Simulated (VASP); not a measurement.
# Sr4TmSi (P6/mmm) in VASP: a series of runs

Sr4TmSi is run at these levels: PBE; tasks: relaxation of cell and atoms.

All numbers are computed with VASP 6.6.1; they aren't measurements. Logs are shortened: lines on timing, memory, paths and dates and some standing lists are left out, and cuts for length are marked.

**1. The cell of the first run**

It takes space group P6/mmm (No. 191, hexagonal). The conventional cell has a = 4.608 Å, b = 4.608 Å, c = 8.802 Å, α = 90.00°, β = 90.00°, γ = 120.00°. Sr (site symmetry -6m2) has 9 Sr at 2.66 to 3.55 Å and 3 Tm at 2.66 Å within 3.6 Å. Sr (site symmetry 6mm) has 1 Si at 2.05 Å and 1 Tm at 2.35 Å within 2.7 Å. Tm (site symmetry 6/mmm) has 8 Sr at 2.35 to 2.66 Å within 3.1 Å. Within 2.7 Å of Si (site symmetry 6/mmm) lie 2 Sr at 2.05 Å.

The cell was generated, and may not be a known phase.

**2. Relaxation of cell and atoms, PBE**

File INCAR:

```
PREC     = Accurate       # precision mode
ENCUT    = 500            # plane-wave cutoff, eV
EDIFF    = 1E-7           # SCF threshold, eV
ISMEAR   = 0              # smearing method
SIGMA    = 0.2            # smearing width, eV
LREAL    = F              # projectors in reciprocal space
LASPH    = T              # aspherical terms in the spheres
NELM     = 200            # most SCF steps
ALGO     = Normal         # electronic algorithm
ISIF     = 3              # what is computed and relaxed
LWAVE    = F              # write WAVECAR
LCHARG   = F              # write CHGCAR
GGA      = PE             # functional
IBRION   = 2              # ionic algorithm
NSW      = 36             # ionic steps
EDIFFG   = -0.08          # ionic threshold
GGA_COMPAT= F            
NELMIN   = 4            
LMAXMIX  = 6              # l up to which the mixer works
```

File KPOINTS:

```
Automatic mesh
0
Gamma
  4 4 2
```

File POSCAR:

```
Sr4TmSi
1.0
    4.6076947900      0.0000000000      0.0000000000
   -2.3038474000      3.9903807500      0.0000000000
    0.0000000000      0.0000000000      8.8023036200
Sr Tm Si
4 1 1
Direct
    0.3333333300      0.6666666700      0.0000000000
    0.6666666700      0.3333333300      0.0000000000
    0.0000000000      0.0000000000      0.2665831200
    0.0000000000      0.0000000000      0.7334168800
    0.0000000000      0.0000000000      0.0000000000
    0.0000000000      0.0000000000      0.5000000000
```

Potentials or basis: VASP PAW PBE potentials, release 64 (Sr_sv, Tm_3, Si), 4f in core.

Started as:

```bash
$ cat potpaw_PBE.64/Sr_sv/POTCAR potpaw_PBE.64/Tm_3/POTCAR potpaw_PBE.64/Si/POTCAR > POTCAR
$ mpirun -np 1 vasp_std > vasp.out
```

OUTCAR:

```text
PREC = Accurate
   ENCUT = 500
   EDIFF = 1E-7
   ISMEAR = 0
   LREAL = F
   LASPH = T
   NELM = 200
   ISIF = 3
   GGA = PE
   IBRION = 2
   NSW = 36
   EDIFFG = -0.08
   NELMIN = 4

 ion  position               nearest neighbor table
   1  0.333  0.667  0.000-   2 2.66   5 2.66   2 2.66   5 2.66   5 2.66   2 2.66   4 3.55   3 3.55
                             3 3.55   4 3.55   3 3.55   4 3.55
   2  0.667  0.333  0.000-   1 2.66   5 2.66   1 2.66   5 2.66   5 2.66   1 2.66   4 3.55   3 3.55
                             4 3.55   3 3.55   4 3.55   3 3.55
   3  0.000  0.000  0.267-   6 2.05   5 2.35   1 3.55   2 3.55   2 3.55   1 3.55   2 3.55   1 3.55
                             4 4.11   4 4.69
   4  0.000  0.000  0.733-   6 2.05   5 2.35   1 3.55   2 3.55   2 3.55   1 3.55   2 3.55   1 3.55
                             3 4.11   3 4.69
   5  0.000  0.000  0.000-   3 2.35   4 2.35   1 2.66   2 2.66   2 2.66   1 2.66   2 2.66   1 2.66

   6  0.000  0.000  0.500-   3 2.05   4 2.05

 -----------------------------------------------------------------------------
|                                                                             |
|           W    W    AA    RRRRR   N    N  II  N    N   GGGG   !!!           |
|           W    W   A  A   R    R  NN   N  II  NN   N  G    G  !!!           |
|           W    W  A    A  R    R  N N  N  II  N N  N  G       !!!           |
|           W WW W  AAAAAA  RRRRR   N  N N  II  N  N N  G  GGG   !            |
|           WW  WW  A    A  R   R   N   NN  II  N   NN  G    G                |
|           W    W  A    A  R    R  N    N  II  N    N   GGGG   !!!           |
|                                                                             |
|     The distance between some ions is very small. Please check the          |
|     nearest-neighbor list in the OUTCAR file.                               |
|     I HOPE YOU KNOW WHAT YOU ARE DOING!                                     |
|                                                                             |
 -----------------------------------------------------------------------------

  LATTYP: Found a hexagonal cell.
 ALAT       =     4.6076947900
 C/A-ratio  =     1.9103486713

  Lattice vectors:

 A1 = (   4.6076947900,   0.0000000000,   0.0000000000)
 A2 = (  -2.3038474000,   3.9903807500,   0.0000000000)
 A3 = (   0.0000000000,   0.0000000000,   8.8023036200)

Analysis of symmetry for initial positions (statically):
=====================================================================
 Subroutine PRICEL returns:
 Original cell was already a primitive cell.

 Routine SETGRP: Setting up the symmetry group for a
 hexagonal supercell.

 Subroutine GETGRP returns: Found 24 space group operations
 (whereof 24 operations were pure point group operations)
 out of a pool of 24 trial point group operations.

The static configuration has the point symmetry D_6h.

Analysis of symmetry for dynamics (positions and initial velocities):
=====================================================================
 Subroutine PRICEL returns:
 Original cell was already a primitive cell.

 Routine SETGRP: Setting up the symmetry group for a
 hexagonal supercell.

 Subroutine GETGRP returns: Found 24 space group operations
 (whereof 24 operations were pure point group operations)
 out of a pool of 24 trial point group operations.

The dynamic configuration has the point symmetry D_6h.

 Subroutine INISYM returns: Found 24 space group operations
 (whereof 24 operations are pure point group operations),
 and found     1 'primitive' translations

----------------------------------------------------------------------------------------

                                     Primitive cell

  volume of cell :     161.8432

  direct lattice vectors                    reciprocal lattice vectors
     4.607694790  0.000000000  0.000000000     0.217028264  0.125301326  0.000000000
    -2.303847400  3.990380750  0.000000000     0.000000000  0.250602652  0.000000000
     0.000000000  0.000000000  8.802303620     0.000000000  0.000000000  0.113606624

  length of vectors
     4.607694790  4.607694800  8.802303620     0.250602653  0.250602652  0.113606624

  position of ions in fractional coordinates (direct lattice)
     0.333333330  0.666666670  0.000000000
     0.666666670  0.333333330  0.000000000
     0.000000000  0.000000000  0.266583120
     0.000000000  0.000000000  0.733416880
     0.000000000  0.000000000  0.000000000
     0.000000000  0.000000000  0.500000000

  ion indices of the primitive-cell ions
   primitive index   ion index
                 1           1
                 2           2
                 3           3
                 4           4
                 5           5
                 6           6

----------------------------------------------------------------------------------------

 KPOINTS: Automatic mesh

Automatic generation of k-mesh.
 Grid dimensions read from file:
 generate k-points for:    4    4    2

 Generating k-lattice:

  Cartesian coordinates                     Fractional coordinates (reciprocal lattice)
     0.054257066  0.031325332  0.000000000     0.250000000  0.000000000  0.000000000
     0.000000000  0.062650663  0.000000000     0.000000000  0.250000000  0.000000000
     0.000000000  0.000000000  0.056803312     0.000000000  0.000000000  0.500000000

  Length of vectors
     0.062650663  0.062650663  0.056803312

  Shift w.r.t. Gamma in fractional coordinates (k-lattice)
     0.000000000  0.000000000  0.000000000

 Subroutine IBZKPT returns following result:
 ===========================================

 Found      8 irreducible k-points:

 Following reciprocal coordinates:
            Coordinates               Weight
  0.000000  0.000000  0.000000      1.000000
  0.250000  0.000000  0.000000      6.000000
  0.500000  0.000000  0.000000      3.000000
  0.250000  0.250000  0.000000      6.000000
  0.000000  0.000000  0.500000      1.000000
  0.250000  0.000000  0.500000      6.000000
  0.500000  0.000000  0.500000      3.000000
  0.250000  0.250000  0.500000      6.000000
   k-points           NKPTS =      8   k-points in BZ     NKDIM =      8   number of bands    NBANDS=     31
   number of dos      NEDOS =    301   number of ions     NIONS =      6
   total plane-waves  NPLWV =  82944
   dimension x,y,z NGX =    36 NGY =   36 NGZ =   64
   dimension x,y,z NGXF=    72 NGYF=   72 NGZF=  128
   ions per type =               4   1   1
   NGX,Y,Z   is equivalent  to a cutoff of  12.99, 12.99, 12.09 a.u.
   NGXF,Y,Z  is equivalent  to a cutoff of  25.98, 25.98, 24.17 a.u.
 SYSTEM =  unknown system
   PREC   = accura    normal or accurate (medium, high low for compatibility)
   ISTART =      0    job   : 0-new  1-cont  2-samecut
   ICHARG =      2    charge: 1-file 2-atom 10-const
   ISPIN  =      1    spin polarized calculation?
   LNONCOLLINEAR =      F non collinear calculations
   LSORBIT =      F    spin-orbit coupling
   LASPH  =      T    aspherical Exc in radial PAW
   ENCUT  =  500.0 eV  36.75 Ry    6.06 a.u.   8.40  8.40 16.05*2*pi/ulx,y,z
   NELM   =    200;   NELMIN=  4; NELMDL= -5     # of ELM steps
   EDIFF  = 0.1E-06   stopping-criterion for ELM
   LREAL  =      F    real-space projection
   EDIFFG = -.8E-01   stopping-criterion for IOM
   NSW    =     36    number of steps for IOM
   IBRION =      2    ionic relax: 0-MD 1-quasi-New 2-CG
   NFREE  =      1    steps in history (QN), initial steepest desc. (CG)
   ISIF   =      3    stress and relaxation
   ISYM   =      2    0-nonsym 1-usesym 2-fastsym
   POTIM  = 0.5000    time-step for ionic-motion
   TEBEG  =    0.0;   TEEND  =   0.0 temperature during run
   PSTRESS=    0.0 pullay stress
   NELECT =      53.0000    total number of electrons
   NUPDOWN=      -1.0000    fix difference up-down
   EMIN   =  10.00;   EMAX   =-10.00  energy-range for DOS
   EFERMI =   0.00;   METHOD = LEGACY
   ISMEAR =     0;   SIGMA  =   0.20  broadening in eV -4-tet -1-fermi 0-gaus
   EFERMI_NEDOS =   21; number of points for ismear=-14 and -15
   IALGO  =     38    algorithm
   IMIX   =      4    mixing-type and parameters
     AMIX     =   0.40;   BMIX     =  1.00
     AMIX_MAG =   1.60;   BMIX_MAG =  1.00
  volume/ion in A,a.u.               =      26.97       182.03
  Fermi-wavevector in a.u.,A,eV,Ry     =   1.128415  2.132394 17.324561  1.273319
  Thomas-Fermi vector in A             =   2.265104
   LORBIT       =      0    0 simple, 1 ext, 2 COOP (PROOUT), +10 PAW based schemes
   GGA     = PE    functional components
   LHFCALC =     F    Hartree Fock is set to
   AEXX    =    0.0000 exact exchange contribution
   IVDW    =     0    specifies the selected vdW correction
   LEPSILON=     F    determine dielectric tensor
   LRPA    =     F    only Hartree local field effects (RPA)
 conjugate gradient relaxation of ions
 non-spin polarized calculation
 Gauss-broadening in eV      SIGMA  =   0.20
  energy-cutoff  :      500.00
  volume of cell :      161.84
 maximum number of plane-waves:      4131
 NGX is ok and might be reduce to    36
   NGX = 17   NGY = 17   NGZ = 33

--------------------------------------- Ionic step        1  -------------------------------------------

 number of electron      53.0000001 magnetization

 Free energy of the ion-electron system (eV)
  ---------------------------------------------------
  ext. energy  EPLUGINS =         0.00000000
  ---------------------------------------------------
  free energy    TOTEN  =         7.50200515 eV

  energy without entropy =        7.73702940  energy(sigma->0) =        7.61951728

 E-fermi :   3.3154     XC(G=0):  -9.2104

 val. band max:        3.3146173079   @ k =   0.2500   0.2500   0.5000
 cond. band min:       3.3333506597   @ k =   0.2500   0.0000   0.5000
 fundamental gap:      0.0187333517
 Fermi energy:         3.3154248505

 k-point     1 :       0.0000    0.0000    0.0000
  band No.  band energies     occupation
      1     -32.6701      2.00000
      2     -32.2616      2.00000
      3     -32.1649      2.00000
      4     -31.3563      2.00000
      5     -22.4435      2.00000
      6     -22.1268      2.00000
[... 374 lines left out ...]
  FREE ENERGIE OF THE ION-ELECTRON SYSTEM (eV)
  ---------------------------------------------------
  free  energy   TOTEN  =        -8.9068636797 eV

  energy  without entropy=       -8.7014321892  energy(sigma->0) =       -8.80414793

 E-fermi :   0.1372     XC(G=0):  -6.3672

 val. band max:        0.1061865555   @ k =   0.0000   0.0000   0.5000
 cond. band min:       0.1739842095   @ k =   0.2500   0.0000   0.5000
 fundamental gap:      0.0677976541
 Fermi energy:         0.1372393573

 k-point     1 :       0.0000    0.0000    0.0000
  band No.  band energies     occupation
      1     -36.6603      2.00000
      2     -36.6602      2.00000
      3     -35.4515      2.00000
      4     -35.2548      2.00000
      5     -25.4497      2.00000
      6     -25.4497      2.00000
[... 261 lines left out ...]
     30       0.8182      0.00000
     31       1.0337      0.00000

[... ionic steps 4 to 8 ...]

--------------------------------------- Ionic step        9  -------------------------------------------

 number of electron      53.0000002 magnetization

------------------------ aborting loop because EDIFF is reached ----------------------------------------
[... 75 lines left out ...]
--------------------------------------- Ionic step       11  -------------------------------------------

 number of electron      53.0000007 magnetization

 Free energy of the ion-electron system (eV)
  ---------------------------------------------------
  ext. energy  EPLUGINS =         0.00000000
  ---------------------------------------------------
  free energy    TOTEN  =       -10.37547105 eV

  energy without entropy =      -10.04964387  energy(sigma->0) =      -10.21255746

 E-fermi :  -0.3144     XC(G=0):  -5.7691

 val. band max:       -0.3199737448   @ k =   0.5000   0.0000   0.0000
 cond. band min:      -0.2935440179   @ k =   0.2500   0.0000   0.5000
 fundamental gap:      0.0264297269
 Fermi energy:        -0.3143934637

 k-point     1 :       0.0000    0.0000    0.0000
  band No.  band energies     occupation
      1     -36.9632      2.00000
      2     -36.9631      2.00000
      3     -36.5249      2.00000
      4     -36.4810      2.00000
      5     -26.6244      2.00000
      6     -26.5745      2.00000
[... 294 lines left out ...]
  FREE ENERGIE OF THE ION-ELECTRON SYSTEM (eV)
  ---------------------------------------------------
  free  energy   TOTEN  =       -10.3754710538 eV

  energy  without entropy=      -10.0496438715  energy(sigma->0) =      -10.21255746

 reached required accuracy - stopping structural energy minimisation
```

Wall time 6.7 min (1 thread of Intel Xeon 6975P-C (Granite Rapids), shared host); peak memory 0.3 GiB.

Results:

```yaml
Free_energy: -10.3755 eV
Relaxed_volume: 76.43 Å³/atom
Relaxed_cell: a = 6.420 Å, b = 6.420 Å, c = 12.848 Å, α = 90.00°, β = 90.00°, γ = 120.00°
Space_group_after_relaxing_to_0.1_Å: P6/mmm (No. 191)
Energy_gained_by_relaxing: 2979.6 meV/atom
Ionic_steps: 11
Pressure_after_relaxing: 0.0 GPa
Largest_force_after_relaxing: 0.076 eV/Å
Band_gap_on_the_k_mesh: zero (an odd number of electrons rules out a gap without spin polarisation)
```

Forces on the atoms (eV/Å):
```
Sr   0.000  0.000  0.000
Sr   0.000  0.000  0.000
Sr   0.000  0.000  0.076
Sr   0.000  0.000 -0.076
Tm   0.000  0.000  0.000
Si   0.000  0.000  0.000
```

The path:
```tsv
step	energy change (eV)	largest force (eV/Å)	pressure (GPa)	volume (Å³)
1	0.0000	3.7511	42.49	161.84
2	-16.6444	0.6826	0.91	385.68
3	-16.4089	0.8354	2.57	334.44
4	-16.6356	0.7179	1.11	377.70
5	-17.2844	0.8179	0.42	407.90
6	-17.6464	0.9127	-0.05	447.13
7	-17.6619	0.9231	-0.14	456.28
8	-17.7617	0.6881	-0.09	454.86
9	-17.8520	0.1431	0.22	450.87
10	-17.8594	0.0897	0.12	451.84
11	-17.8775	0.0758	-0.05	458.58
```

Final structure:
```
Sr Tm Si
1.0
     6.41997    0.00000    0.00000
    -3.20998    5.55985    0.00000
     0.00000    0.00000   12.84753
Sr Tm Si
4 1 1
Direct
  0.33333 0.66667 0.00000
  0.66667 0.33333 0.00000
  0.00000 0.00000 0.26920
  0.00000 0.00000 0.73080
  0.00000 0.00000 0.00000
  0.00000 0.00000 0.50000
```

Caveat: the k points lie up to 0.28 Å⁻¹ apart in the final cell, too coarse for converged energies and pressures of a metal; the volume moved by over 15 % at a fixed basis, so the end points are rough; spin-orbit coupling is left out, which moves the levels of the heavy elements; the 4f electrons are frozen in the core, so they carry no moment and show no levels; the relaxation stopped at a loose force limit of 0.08 eV/Å, so its end isn't a converged minimum.

**3. Relaxation of cell and atoms, PBE**

This run uses another cell than the first one, of 27.21 Å³/atom.

File INCAR:

```
PREC = Accurate
ENCUT = 500
EDIFF = 1E-7
ISMEAR = 0
SIGMA = 0.2
LREAL = False
LASPH = True
NELM = 200
ALGO = Normal
ISIF = 3
LWAVE = False
LCHARG = False
GGA = PE
IBRION = 2
NSW = 36
EDIFFG = -0.08
GGA_COMPAT = False
NELMIN = 4
LMAXMIX = 6
```

KPOINTS is that of step 2.

File POSCAR:

```
Sr4TmSi
1.0
    5.0472659500      0.0000000000      0.0000000000
   -2.5236329800      4.3710605400      0.0000000000
    0.0000000000      0.0000000000      7.4010456700
Sr Tm Si
4 1 1
Direct
    0.3333333300      0.6666666700      0.1984636000
    0.3333333300      0.6666666700      0.8015364000
    0.6666666700      0.3333333300      0.8015364000
    0.6666666700      0.3333333300      0.1984636000
    0.0000000000      0.0000000000      0.5000000000
    0.0000000000      0.0000000000      0.0000000000
```

Potentials or basis: VASP PAW PBE potentials, release 64 (Sr_sv, Tm_3, Si), 4f in core.

Started as:

```bash
$ cat potpaw_PBE.64/Sr_sv/POTCAR potpaw_PBE.64/Tm_3/POTCAR potpaw_PBE.64/Si/POTCAR > POTCAR
$ mpirun -np 1 vasp_std > vasp.out
```

Run time: 7.5 min. Hardware: 1 thread of Intel Xeon 6975P-C (Granite Rapids), shared host; peak memory 0.31 GiB.

Results (log left out):

| Property | Result |
| --- | --- |
| Free energy | -14.9556 eV |
| Relaxed volume | 36.34 Å³/atom |
| Relaxed cell | a = 5.984 Å, b = 5.984 Å, c = 7.032 Å, α = 90.00°, β = 90.00°, γ = 120.00° |
| Space group after relaxing (to 0.1 Å) | P6/mmm (No. 191) |
| Energy gained by relaxing | 421.2 meV/atom |
| Ionic steps | 15 |
| Pressure after relaxing | -0.1 GPa |
| Largest force after relaxing | 0.007 eV/Å |
| Band gap on the k mesh | zero (an odd number of electrons rules out a gap without spin polarisation) |

Forces on the atoms (eV/Å):
```
Sr   0.000  0.000 -0.007
Sr   0.000  0.000  0.007
Sr   0.000  0.000  0.007
Sr   0.000  0.000 -0.007
Tm   0.000  0.000  0.000
Si   0.000  0.000  0.000
```

The path:
```csv
step,energy change (eV),largest force (eV/Å),pressure (GPa),volume (Å³)
1,0.0000,0.7825,9.29,163.28
2,-1.4689,0.9292,1.02,203.22
3,-1.5817,0.9862,-0.18,216.00
4,-1.5269,1.0358,-1.94,243.02
5,-1.6025,1.0111,-0.88,224.78
6,-1.8824,0.9214,-0.80,223.40
7,-2.4779,0.3815,-0.32,218.49
8,-0.0756,3.2863,3.92,205.04
9,-2.4172,0.5925,-0.30,217.71
10,-2.2148,0.4817,0.97,211.91
11,-2.4598,0.3759,-0.05,216.10
12,-2.4619,0.2764,0.06,215.55
13,-2.5182,0.1672,0.23,215.64
14,-2.5236,0.0733,0.17,215.64
15,-2.5272,0.0073,-0.11,218.07
```

Final structure:
```
CELL_PARAMETERS angstrom
5.98403 0.00000 0.00000
-2.99202 5.18232 0.00000
0.00000 0.00000 7.03196
ATOMIC_POSITIONS crystal
Sr 0.33333 0.66667 0.24562
Sr 0.33333 0.66667 0.75438
Sr 0.66667 0.33333 0.75438
Sr 0.66667 0.33333 0.24562
Tm 0.00000 0.00000 0.50000
Si 0.00000 0.00000 0.00000
```

Levels at points of the mesh, in eV from the Fermi level:
```
           k point  band 24  band 25  band 26  band 27  band 28  band 29  band 30  band 31
(0.00, 0.00, 0.00)    -1.19    -0.44    -0.44    -0.01     0.40     0.40     0.99     0.99
(0.50, 0.00, 0.00)    -1.25    -1.03    -0.30    -0.25     0.02     0.72     1.10     1.14
(0.00, 0.00, 0.50)    -0.81    -0.37    -0.13    -0.13     0.69     0.69     0.69     0.69
(0.50, 0.00, 0.50)    -1.35    -0.91     0.00     0.17     0.29     0.66     1.00     1.14
```

Caveat: the k points lie up to 0.45 Å⁻¹ apart in the final cell, too coarse for converged energies and pressures of a metal; the volume moved by over 15 % at a fixed basis, so the end points are rough; spin-orbit coupling is left out, which moves the levels of the heavy elements; the 4f electrons are frozen in the core, so they carry no moment and show no levels.

(Part 1 of 2 ends here.)

The gap in the log of VASP goes by the Fermi energy; the results here count the filled bands.